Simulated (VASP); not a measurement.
## B7P8 (a cell with a defect): relaxation of the atoms with PBEsol

System: B7P8 (a cell with a defect).

```
B P
1.0
     0.00000    4.52017   -4.52017
     4.52017    4.52017    0.00000
     4.52017    0.00000   -4.52017
B P
7 8
Direct
  0.00000 0.00000 0.50000
  0.50000 0.00000 0.50000
  0.50000 0.50000 0.50000
  0.00000 0.00000 0.00000
  0.00000 0.50000 0.00000
  0.50000 0.00000 0.00000
  0.50000 0.50000 0.00000
  0.12500 0.12500 0.12500
  0.12500 0.62500 0.12500
  0.62500 0.12500 0.12500
  0.62500 0.62500 0.12500
  0.12500 0.12500 0.62500
  0.12500 0.62500 0.62500
  0.62500 0.12500 0.62500
  0.62500 0.62500 0.62500
```

This cell differs from its parent crystal: atoms taken out.

| Item | Value |
| --- | --- |
| Program | VASP 6.6.1 |
| Task | relaxation of the atoms |
| Functional | PBEsol |
| Potentials or basis | VASP PAW PBE potentials, release 64 (B, P) |
| Cutoff | 520 eV |
| k mesh | 4 × 4 × 4 |
| Occupations | gaussian, width 0.05 eV |
| Spin | no spin polarisation |
| Dipole correction | no |
| Charge | -3 |
| Further INCAR settings | LREAL = Auto; ALGO = Normal; EDIFF = 1e-07; IBRION = 2; EDIFFG = -0.02; NSW = 70; NELECT = 64.0 |

* Energy gained by relaxing: 39.9 meV/atom
* Ionic steps: 7
* Largest force after relaxing: 0.012 eV/Å

Forces in eV/Å, atoms in the order of the input:
```
B    0.000  0.000 -0.001
B    0.000 -0.001  0.000
B    0.001  0.000  0.000
B   -0.001  0.000  0.000
B    0.000  0.001  0.000
B    0.000  0.000  0.000
B    0.000  0.000  0.001
P   -0.007  0.007 -0.007
P    0.000  0.000  0.000
P   -0.007 -0.007  0.007
P    0.007  0.007  0.007
P    0.000  0.000  0.000
P    0.000  0.000  0.000
P    0.007 -0.007 -0.007
P    0.000  0.000  0.000
```

The path:
```
step  energy change (eV)  largest force (eV/Å)  pressure (GPa)
   1              0.0000                1.6508           29.02
   2             -0.5243                0.7027           27.94
   3             -0.5898                0.2033           27.22
   4             -0.5899                0.1801           27.26
   5             -0.5987                0.0241           26.96
   6             -0.5988                0.0285           26.93
   7             -0.5989                0.0125           26.91
```

Final structure:
```yaml
crystal:
  lattice:
    - [0.00000, 4.52017, -4.52017]
    - [4.52017, 4.52017, 0.00000]
    - [4.52017, 0.00000, -4.52017]
  atoms:
    - { symbol: B, position: [0.00581, 0.99420, 0.50580] }
    - { symbol: B, position: [0.49419, 0.99420, 0.50580] }
    - { symbol: B, position: [0.49420, 0.50580, 0.50580] }
    - { symbol: B, position: [0.00581, 0.99420, 0.99420] }
    - { symbol: B, position: [0.00581, 0.50580, 0.99420] }
    - { symbol: B, position: [0.50000, 0.00000, 0.00000] }
    - { symbol: B, position: [0.49419, 0.50580, 0.99420] }
    - { symbol: P, position: [0.12199, 0.12600, 0.12600] }
    - { symbol: P, position: [0.11685, 0.61685, 0.14946] }
    - { symbol: P, position: [0.62600, 0.12600, 0.12600] }
    - { symbol: P, position: [0.62600, 0.62199, 0.12600] }
    - { symbol: P, position: [0.11685, 0.14946, 0.61685] }
    - { symbol: P, position: [0.11685, 0.61685, 0.61685] }
    - { symbol: P, position: [0.62600, 0.12600, 0.62199] }
    - { symbol: P, position: [0.64946, 0.61685, 0.61685] }
```

Levels at points of the mesh, in eV from the Fermi level:
```tsv
k point	band 30	band 31	band 32	band 33	band 34	band 35
(0.00, 0.00, 0.00)	-0.21	-0.21	0.07	0.07	0.07	0.22
(0.50, 0.00, 0.00)	-2.35	-0.31	-0.31	0.86	0.86	0.91
(0.50, 0.50, 0.00)	-2.87	-0.96	-0.96	0.44	0.55	2.56
```

Run time: 4.2 min on 1 thread of Intel(R) Xeon(R) 6975P-C (Granite Rapids), with other jobs on the host, peak memory 0.34 GiB.

Caveat: the cell carries a net charge on a neutralising background, which shifts energy and pressure; the cell differs from its parent crystal (atoms taken out); the cell is charged against a uniform background, so pressure and absolute levels hang on convention; the PAW data sets were made with another functional, which shifts forces and pressure a little.
